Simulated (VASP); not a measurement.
Wanted: the native input for a VASP 6.6.1 run.

```yaml
Task: single point
Functional: r2SCAN
Potentials_or_basis: VASP PAW PBE potentials, release 64 (Sn_d)
Cutoff: 520 eV
k_mesh: 13 × 13 × 13
Occupations: fermi-dirac, width 0.1 eV
Spin: no spin polarisation
Dipole_correction: no
Further_INCAR_settings: ALGO = Normal; EDIFF = 1e-07; NBANDS = 13
```

Crystal: Sn.

```
Sn
1.0
    -1.92307    1.92307    1.89465
     1.92307   -1.92307    1.89465
     1.92307    1.92307   -1.89465
Sn
1
Direct
  0.00000 0.00000 0.00000
```

These files were run (other wordings do the same):

POSCAR

```
Sn
1.0
   -1.9230717800      1.9230717800      1.8946520000
    1.9230717800     -1.9230717800      1.8946520000
    1.9230717800      1.9230717800     -1.8946520000
Sn
1
Direct
    0.0000000000      0.0000000000      0.0000000000
```

INCAR.step1

```
  ALGO = Normal
  EDIFF = 1E-4
  ENCUT = 520
  GGA = PE
  ISMEAR = -1
  LASPH = T
  LCHARG = F
  LREAL = F
  LWAVE = T
  NBANDS = 13
  NELM = 80
  PREC = Accurate
  SIGMA = 0.1
```

INCAR.step2

```
  ALGO = Normal
  EDIFF = 1E-7
  ENCUT = 520
  ISIF = 2
  ISMEAR = -1
  ISTART = 1
  LASPH = T
  LCHARG = F
  LMIXTAU = T
  LREAL = F
  LWAVE = F
  METAGGA = R2SCAN
  NBANDS = 13
  NELM = 80
  PREC = Accurate
  SIGMA = 0.1
```

KPOINTS

```
k-points
0
Gamma
  13 13 13
```

Potentials or basis: VASP PAW PBE potentials, release 64 (Sn_d).

Run with:

```bash
$ cat potpaw_PBE.64/Sn_d/POTCAR > POTCAR
$ cp INCAR.step1 INCAR
$ mpirun -np 1 vasp_std > vasp.out
$ cp INCAR.step2 INCAR
$ mpirun -np 1 vasp_std > vasp.out
```

It gave:

```json
{
  "Pressure": "-1.8 GPa",
  "Band gap on the k mesh": "zero (band 7 reaches 15.76 eV, above the bottom of band 8 at 5.29 eV)"
}
```

Caveat: the PAW data sets were made with another functional, which shifts forces and pressure a little; spin-orbit coupling is left out, which moves the levels of the heavy elements.

It took 3.5 min on 1 thread of AMD EPYC 9R45 96-Core Processor (Zen 5) (shared host), peak memory 0.18 GiB.
